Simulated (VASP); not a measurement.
Runs of VASP 6.6.1 on Zn. The structure is that of space group P6_3/mmc (No. 194), or close to it. The cells are those of the table. 

| cell | further INCAR settings | gap on the mesh (eV) | pressure (GPa) | largest force (eV/Å) |
| --- | --- | --- | --- | --- |
| a = 2.665, b = 2.575, c = 4.947 Å, angles 90.0, 90.0, 121.2°, 2 atoms | ALGO = Fast; EDIFF = 1e-06; NBANDS = 19 | none | (b) | - |
| a = 2.665, b = 2.695, c = 4.947 Å, angles 90.0, 90.0, 119.6°, 2 atoms | ALGO = Fast; EDIFF = 1e-07; NBANDS = 19 | none | -6.0 | 0.01 |
| a = 2.665, b = 2.546, c = 4.947 Å, angles 90.0, 90.0, 121.6°, 2 atoms | ALGO = Fast; EDIFF = 1e-06; NBANDS = 19 | none | (a) | 0.01 |
| a = 2.665, b = 2.605, c = 4.947 Å, angles 90.0, 90.0, 120.8°, 2 atoms | ALGO = Fast; EDIFF = 1e-06; NBANDS = 19 | none | -2.0 | - |
| a = 2.665, b = 2.725, c = 4.947 Å, angles 90.0, 90.0, 119.3°, 2 atoms | ALGO = Fast; EDIFF = 1e-07; NBANDS = 19 | none | -6.6 | 0.02 |
| a = 2.665, b = 2.635, c = 4.947 Å, angles 90.0, 90.0, 120.4°, 2 atoms | ALGO = Fast; EDIFF = 1e-06; NBANDS = 19 | none | -3.5 | - |

Alike in all rows: task single point; level PBEsol; potentials or basis VASP PAW PBE potentials, release 64 (Zn); no spin polarisation; k mesh 24 × 24 × 10; cutoff (eV) 520; smearing gaussian 0.15 eV.

Task: Estimate the missing entries.

Result: (a) 1.5; (b) -0.4.

Caveats: the PAW data sets were made with another functional, which shifts forces and pressure a little; the cell stands under tension (at least some runs).

A gap of «none» marks levels without a gap at the run's occupations.
